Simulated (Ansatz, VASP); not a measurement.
**Two plane-wave programs on Li**

Contents of POSCAR:

```
Li
1.0
    0.0000000000      2.2020000000      2.0698800000
    2.2020000000      0.0000000000      2.0698800000
    2.2020000000      2.2020000000      0.0000000000
Li
1
Direct
    0.0000000000      0.0000000000      0.0000000000
```

INCAR.step1

```
SYSTEM = Li
  ALGO = Normal
  EDIFF = 1E-5
  ENCUT = 830
  GGA = PE
  GGA_COMPAT = .False.
  ISMEAR = 0
  LASPH = .True.
  LCHARG = .False.
  LREAL = .False.
  LWAVE = .True.
  NBANDS = 8
  NELM = 120
  PREC = Accurate
  SIGMA = 0.15
```

Contents of INCAR.step2:

```
SYSTEM = Li
  ALGO = Normal
  EDIFF = 1E-6
  ENCUT = 830
  GGA_COMPAT = .False.
  ISIF = 2
  ISMEAR = 0
  ISTART = 1
  LASPH = .True.
  LCHARG = .True.
  LELF = .True.
  LMIXTAU = .True.
  LREAL = .False.
  LVHAR = .True.
  LWAVE = .False.
  METAGGA = R2SCAN
  NBANDS = 8
  NELM = 120
  PREC = Accurate
  SIGMA = 0.15
```

Contents of KPOINTS:

```
k-points
0
Gamma
  18 18 18
  0 0 0
```

Input for Ansatz:

```yaml
crystal:
  lattice:
    - [0.0, 2.202, 2.06988]
    - [2.202, 0.0, 2.06988]
    - [2.202, 2.202, 0.0]
  atoms:
    - { symbol: Li, position: [0.0, 0.0, 0.0] }
basis:
  ecutwfc: 500
kpoints:
  mp_grid: { grid: [18, 18, 18] }
hamiltonian:
  xc: r2scan
scf:
  occupations: { method: gaussian, width: 0.15 }
output:
  forces: true
  stress: true
  eigenvalues: true
```

Change from the starting cell: strain -0.0600 x Voigt [0, 0, 1, 0, 0, 0], atoms carried along.

Alike in both runs: task single point; functional r2SCAN; k mesh 18 × 18 × 18; occupations gaussian, width 0.15 eV; no spin polarisation.

|  | VASP | Ansatz |
| --- | --- | --- |
| version | VASP 6.6.1 | Ansatz 0.2.0 |
| potentials or method | VASP PAW PBE potentials, release 64 (Li_sv), cutoff 830 eV | scalar-relativistic, plane waves, PAW |
| valence electrons in the cell | 3 | 3 |

|  | VASP | Ansatz | Ansatz less VASP |
| --- | --- | --- | --- |
| gap on the k mesh at the Fermi level (eV) | none | none | - |
| pressure (GPa) | 0.2 | 0.6 | +0.38 |
| traceless stress, the component that is largest in VASP (GPa) | 0.22 | 0.13 | -0.090 |

VASP's potentials were made for PBE, not for r2SCAN. A gap of «none» marks a metal or a gap that the smearing closes.
